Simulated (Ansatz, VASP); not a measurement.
## One calculation of Ba3SbP, two programs

Contents of INCAR:

```
SYSTEM = Ba3SbP
ALGO     = Normal         ! electronic algorithm
EDIFF    = 1E-6           ! SCF threshold, eV
ENCUT    = 500            ! plane-wave cutoff, eV
GGA      = RE             ! functional
GGA_COMPAT= .False.      
ISIF     = 2              ! what is computed and relaxed
ISMEAR   = 0              ! smearing method
LASPH    = .True.         ! aspherical terms in the spheres
LCHARG   = .False.        ! write CHGCAR
LREAL    = .False.        ! projectors in reciprocal space
LWAVE    = .False.        ! write WAVECAR
NBANDS   = 28             ! bands
NELM     = 120            ! most SCF steps
PREC     = Accurate       ! precision mode
SIGMA    = 0.01           ! smearing width, eV
```

KPOINTS

```
k-points
0
Gamma
  3 3 3
  0 0 0
```

File POSCAR:

```
Ba3SbP
1.0
    6.1131770000      0.0000000000      0.0000000000
    0.0000000000      6.1131770000      0.0000000000
    0.0000000000      0.0000000000      6.1131770000
Ba Sb P
3 1 1
Direct
    0.0000000000      0.5000000000      0.5000000000
    0.5000000000      0.0000000000      0.5000000000
    0.5000000000      0.5000000000      0.0000000000
    0.0000000000      0.0000000000      0.0000000000
    0.5000000000      0.5000000000      0.5000000000
```

Input for Ansatz:

```yaml
crystal:
  lattice:
    - [6.113177, 0.0, 0.0]
    - [0.0, 6.113177, 0.0]
    - [0.0, 0.0, 6.113177]
  atoms:
    - { symbol: Ba, position: [0.0, 0.5, 0.5] }
    - { symbol: Ba, position: [0.5, 0.0, 0.5] }
    - { symbol: Ba, position: [0.5, 0.5, 0.0] }
    - { symbol: Sb, position: [0.0, 0.0, 0.0] }
    - { symbol: P, position: [0.5, 0.5, 0.5] }
kpoints:
  mp_grid:
    grid: [3, 3, 3]
hamiltonian:
  xc: revpbe
  pseudopotentials:
    kind: nc
scf:
  algorithm: density_mixing
  convergence:
    dr2_threshold: 1.0e-09
  occupations:
    method: fixed
  eigensolver:
    kind: davidson
    mixed_precision: false
output:
  forces: true
  stress: true
```

Alike in both runs: task single point; functional revPBE; k mesh 3 × 3 × 3; no spin polarisation.

|  | VASP | Ansatz |
| --- | --- | --- |
| version | VASP 6.6.1 | Ansatz 0.2.0 |
| potentials or method | VASP PAW PBE potentials, release 64 (Ba_sv, Sb, P) | plane waves |
| plane-wave cutoff (eV) | 500 | 1088 |
| occupations | gaussian, width 0.01 eV | fixed |
| valence electrons in the cell | 40 | 50 |

|  | VASP | Ansatz | Ansatz less VASP |
| --- | --- | --- | --- |
| pressure (GPa) | 0.7 | 0.2 | -0.47 |

VASP's potentials were made for PBE, not for revPBE. VASP's potentials hold 40 valence electrons a cell and Ansatz's 50, so a difference there can come from the potentials and not from the codes. Ansatz's warnings: metallic iterate, stress scf threshold loose.

Neither program's run includes spin-orbit coupling.
